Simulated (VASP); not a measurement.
# Zn7S8 (a cell with a defect) in VASP: further runs

Zn7S8 (a cell with a defect) is run at these levels: PBEsol; tasks: single point.

All numbers are computed with VASP 6.6.1; they aren't measurements. Logs are shortened: lines on timing, memory, paths and dates and some standing lists are left out, and cuts for length are marked.

## Step 1: The cell of the first run

The cell holds a defect, 15 atoms: a = 7.575 Å, b = 7.575 Å, c = 7.575 Å, α = 60.00°, β = 60.00°, γ = 60.00°.

## Step 2: Single point, PBEsol (atoms taken out, then relaxed in part)

INCAR

```
PREC = Accurate
ENCUT = 520
EDIFF = 1E-7
ISMEAR = 0
SIGMA = 0.02
LREAL = Auto
LASPH = True
NELM = 100
ALGO = Normal
ISIF = 2
LWAVE = False
LCHARG = False
GGA = PS
NBANDS = 79
NELECT = 134.0
```

KPOINTS

```
regular mesh
0
Gamma
  2 2 2
```

POSCAR

```
Zn7S8
1.0
    0.0000000000      5.3560912044     -5.3560912044
    5.3560912044      5.3560912044      0.0000000000
    5.3560912044      0.0000000000     -5.3560912044
Zn S
7 8
Direct
    0.0120363665     -0.0120363665      0.5120363665
    0.4879636335     -0.0120363665      0.5120363665
    0.4879636335      0.5120363665      0.5120363665
    0.0120363665     -0.0120363665      0.9879636335
    0.0120363665      0.5120363665      0.9879636335
    0.5000000000      0.0000000000      1.0000000000
    0.4879636335      0.5120363665      0.9879636335
    0.1225700780      0.1258099740      0.1258099740
    0.1198033442      0.6198033442      0.1405899673
    0.6258099740      0.1258099740      0.1258099740
    0.6258099740      0.6225700780      0.1258099740
    0.1198033442      0.1405899673      0.6198033442
    0.1198033442      0.6198033442      0.6198033442
    0.6258099740      0.1258099740      0.6225700780
    0.6405899673      0.6198033442      0.6198033442
```

Potentials or basis: VASP PAW PBE potentials, release 64 (Zn, S).

The run is started by

```sh
$ cat potpaw_PBE.64/Zn/POTCAR potpaw_PBE.64/S/POTCAR > POTCAR
$ mpirun -np 1 vasp_std > vasp.out
```

OUTCAR:

```text
PREC = Accurate
   ENCUT = 520
   EDIFF = 1E-7
   ISMEAR = 0
   LREAL = Auto
   LASPH = True
   NELM = 100
   ISIF = 2
   GGA = PS
   NELECT = 134.0

 ion  position               nearest neighbor table
   1  0.012  0.988  0.512-  12 2.29  13 2.29   8 2.39  14 2.39
   2  0.488  0.988  0.512-  12 2.29  15 2.29  14 2.39  10 2.39
   3  0.488  0.512  0.512-  15 2.29  13 2.29  14 2.39  11 2.39
   4  0.012  0.988  0.988-   9 2.29  12 2.29  10 2.39   8 2.39
   5  0.012  0.512  0.988-   9 2.29  13 2.29  11 2.39   8 2.39
   6  0.500  0.000  0.000-   8 2.33  10 2.33  11 2.33  14 2.33
   7  0.488  0.512  0.988-   9 2.29  15 2.29  11 2.39  10 2.39
   8  0.123  0.126  0.126-   6 2.33   4 2.39   5 2.39   1 2.39
   9  0.120  0.620  0.141-   5 2.29   4 2.29   7 2.29
  10  0.626  0.126  0.126-   6 2.33   4 2.39   2 2.39   7 2.39
  11  0.626  0.623  0.126-   6 2.33   5 2.39   3 2.39   7 2.39
  12  0.120  0.141  0.620-   1 2.29   2 2.29   4 2.29
  13  0.120  0.620  0.620-   1 2.29   3 2.29   5 2.29
  14  0.626  0.126  0.623-   6 2.33   2 2.39   3 2.39   1 2.39
  15  0.641  0.620  0.620-   3 2.29   2 2.29   7 2.29

  LATTYP: Found a face centered cubic cell.
 ALAT       =    10.7121824088

  Lattice vectors:

 A1 = (   0.0000000000,   5.3560912044,  -5.3560912044)
 A2 = (   5.3560912044,   5.3560912044,   0.0000000000)
 A3 = (   5.3560912044,   0.0000000000,  -5.3560912044)

Analysis of symmetry for initial positions (statically):
=====================================================================
 Subroutine PRICEL returns:
 Original cell was already a primitive cell.

 Routine SETGRP: Setting up the symmetry group for a
 face centered cubic supercell.

 Subroutine GETGRP returns: Found 24 space group operations
 (whereof  4 operations were pure point group operations)
 out of a pool of 48 trial point group operations.

The static configuration has the point symmetry C_2v.
 The point group associated with its full space group is T_d .

Analysis of symmetry for dynamics (positions and initial velocities):
=====================================================================
 Subroutine PRICEL returns:
 Original cell was already a primitive cell.

 Routine SETGRP: Setting up the symmetry group for a
 face centered cubic supercell.

 Subroutine GETGRP returns: Found 24 space group operations
 (whereof  4 operations were pure point group operations)
[... 121 lines left out ...]
   EFERMI =   0.00;   METHOD = LEGACY
   ISMEAR =     0;   SIGMA  =   0.02  broadening in eV -4-tet -1-fermi 0-gaus
   EFERMI_NEDOS =   21; number of points for ismear=-14 and -15
   IALGO  =     38    algorithm
   IMIX   =      4    mixing-type and parameters
     AMIX     =   0.40;   BMIX     =  1.00
     AMIX_MAG =   1.60;   BMIX_MAG =  1.00
  volume/ion in A,a.u.               =      20.49       138.25
  Fermi-wavevector in a.u.,A,eV,Ry     =   1.241419  2.345942 20.968234  1.541122
  Thomas-Fermi vector in A             =   2.375818
   LORBIT       =      0    0 simple, 1 ext, 2 COOP (PROOUT), +10 PAW based schemes
   GGA     = PS    functional components
   LHFCALC =     F    Hartree Fock is set to
   AEXX    =    0.0000 exact exchange contribution
   IVDW    =     0    specifies the selected vdW correction
   LEPSILON=     F    determine dielectric tensor
   LRPA    =     F    only Hartree local field effects (RPA)
 non-spin polarized calculation
 Gauss-broadening in eV      SIGMA  =   0.02
  energy-cutoff  :      520.00
  volume of cell :      307.31
 maximum number of plane-waves:      8363
   NGX = 29   NGY = 29   NGZ = 29

 number of electron     133.9999948 magnetization

 Free energy of the ion-electron system (eV)
  ---------------------------------------------------
  ext. energy  EPLUGINS =         0.00000000
  ---------------------------------------------------
  free energy    TOTEN  =       -51.06206517 eV

  energy without entropy =      -51.06206517  energy(sigma->0) =      -51.06206517

 E-fermi :   2.3107     XC(G=0):  -9.7890

 val. band max:        2.1957803975   @ k =   0.0000   0.0000   0.0000
 cond. band min:       4.0811653769   @ k =   0.0000   0.0000   0.0000
 fundamental gap:      1.8853849794
 Fermi energy:         2.3106727244

 k-point     1 :       0.0000    0.0000    0.0000
  band No.  band energies     occupation
      1     -11.2472      2.00000
      2     -10.3259      2.00000
      3     -10.3259      2.00000
      4     -10.3259      2.00000
      5     -10.0194      2.00000
      6      -9.6632      2.00000
[... 235 lines left out ...]
     78       7.9850      0.00000
     79       8.2320      0.00000

------------------------ aborting loop because EDIFF is reached ----------------------------------------

  FORCE on cell =-STRESS in cart. coord.  units (eV):
  Direction    XX          YY          ZZ          XY          YZ          ZX
  --------------------------------------------------------------------------------------
  -------------------------------------------------------------------------------------
  Total       13.2761501     13.2761501     13.2761501      0.0000000      0.0000000      0.0000000
  in kB       69.2163748     69.2163748     69.2163748      0.0000000      0.0000000      0.0000000
  external PRESSURE =      69.2163748 kB  Pullay stress =       0.0000000 kB

 VOLUME and BASIS-vectors are now :
 -----------------------------------------------------------------------------
  energy-cutoff  :      520.00
  volume of cell :      307.31
      direct lattice vectors                 reciprocal lattice vectors
     0.000000000  5.356091204 -5.356091204    -0.093351659  0.093351659 -0.093351659
     5.356091204  5.356091204  0.000000000     0.093351659  0.093351659  0.093351659
     5.356091204  0.000000000 -5.356091204     0.093351659 -0.093351659 -0.093351659

 POSITION                                       TOTAL-FORCE (eV/Angst)
 -----------------------------------------------------------------------------------
      8.03414      5.35609     -2.80698        -0.000000     -0.000000     -0.006263
      8.03414      7.90520     -5.35609        -0.000000     -0.006263     -0.000000
      5.48503      5.35609     -5.35609         0.006263     -0.000000     -0.000000
     10.58325      5.35609     -5.35609        -0.006263     -0.000000     -0.000000
      8.03414      2.80698     -5.35609        -0.000000      0.006263     -0.000000
      0.00000      2.67805     -2.67805        -0.000000     -0.000000     -0.000000
      8.03414      5.35609     -7.90520        -0.000000     -0.000000      0.006263
      1.34770      1.33035     -1.33035        -0.001366      0.001366     -0.001366
      4.07274      3.96140     -1.39469         0.017094     -0.017094     -0.017094
      1.34770      4.02574     -4.02574        -0.001366     -0.001366      0.001366
      4.00839      6.68644     -4.02574         0.001366      0.001366      0.001366
      4.07274      1.39469     -3.96140         0.017094      0.017094      0.017094
      6.63945      3.96140     -3.96140        -0.017094     -0.017094      0.017094
      4.00839      4.02574     -6.68644         0.001366     -0.001366     -0.001366
      6.63945      6.75078     -6.75078        -0.017094      0.017094     -0.017094
 -----------------------------------------------------------------------------------
    total drift:                                0.000012      0.000013     -0.000012

  FREE ENERGIE OF THE ION-ELECTRON SYSTEM (eV)
  ---------------------------------------------------
  free  energy   TOTEN  =       -51.0620651747 eV

  energy  without entropy=      -51.0620651747  energy(sigma->0) =      -51.06206517
```

OSZICAR:

```text
N       E                     dE             d eps       ncg     rms          rms(c)
DAV:   1     0.123456108691E+04    0.12346E+04   -0.59728E+04   474   0.199E+03
DAV:   2     0.158884002880E+03   -0.10757E+04   -0.10402E+04   474   0.490E+02
DAV:   3    -0.405716231791E+02   -0.19946E+03   -0.19422E+03   519   0.182E+02
DAV:   4    -0.547824348779E+02   -0.14211E+02   -0.14110E+02   540   0.495E+01
DAV:   5    -0.551195899761E+02   -0.33716E+00   -0.33650E+00   540   0.768E+00    0.194E+01
DAV:   6    -0.509229701256E+02    0.41966E+01   -0.86125E+00   677   0.489E+01    0.153E+01
DAV:   7    -0.511849021285E+02   -0.26193E+00   -0.10661E+01   540   0.941E+00    0.653E+00
DAV:   8    -0.510645813132E+02    0.12032E+00   -0.10982E+00   613   0.927E+00    0.256E+00
DAV:   9    -0.510610152322E+02    0.35661E-02   -0.19060E-01   605   0.533E+00    0.554E-01
DAV:  10    -0.510614207793E+02   -0.40555E-03   -0.17612E-02   614   0.168E+00    0.348E-01
DAV:  11    -0.510618161382E+02   -0.39536E-03   -0.31029E-03   637   0.376E-01    0.177E-01
DAV:  12    -0.510620621421E+02   -0.24600E-03   -0.85072E-04   516   0.197E-01    0.607E-02
DAV:  13    -0.510620605688E+02    0.15733E-05   -0.91729E-05   628   0.160E-01    0.204E-02
DAV:  14    -0.510620648244E+02   -0.42556E-05   -0.26324E-05   629   0.493E-02    0.136E-02
DAV:  15    -0.510620653363E+02   -0.51191E-06   -0.13317E-05   548   0.391E-02    0.468E-03
DAV:  16    -0.510620653208E+02    0.15501E-07   -0.10707E-06   518   0.985E-03    0.215E-03
DAV:  17    -0.510620651391E+02    0.18172E-06   -0.40242E-07   476   0.976E-03    0.132E-03
DAV:  18    -0.510620651747E+02   -0.35578E-07   -0.11566E-07   308   0.135E-03
   1 F= -.51062065E+02 E0= -.51062065E+02  d E =-.196999E-16
```

It took 85 s on 1 thread of AMD EPYC 9R45 (Zen 5), shared host; peak memory 0.38 GiB.

Results:

```yaml
Free_energy: -51.0621 eV
Largest_force: 0.030 eV/Å
```

Forces in eV/Å, atoms in the order of the input:
```
Zn   0.000  0.000 -0.006
Zn   0.000 -0.006  0.000
Zn   0.006  0.000  0.000
Zn  -0.006  0.000  0.000
Zn   0.000  0.006  0.000
Zn   0.000  0.000  0.000
Zn   0.000  0.000  0.006
S   -0.001  0.001 -0.001
S    0.017 -0.017 -0.017
S   -0.001 -0.001  0.001
S    0.001  0.001  0.001
S    0.017  0.017  0.017
S   -0.017 -0.017  0.017
S    0.001 -0.001 -0.001
S   -0.017  0.017 -0.017
```

Caveat: the k points lie up to 0.51 Å⁻¹ apart; the cell carries a net charge on a neutralising background, which shifts energy and pressure; the cell differs from its parent crystal (atoms taken out, then relaxed in part); the cell is charged against a uniform background, so pressure and absolute levels hang on convention; the PAW data sets were made with another functional, which shifts forces and pressure a little.

(Continued in part 2 of 2.)
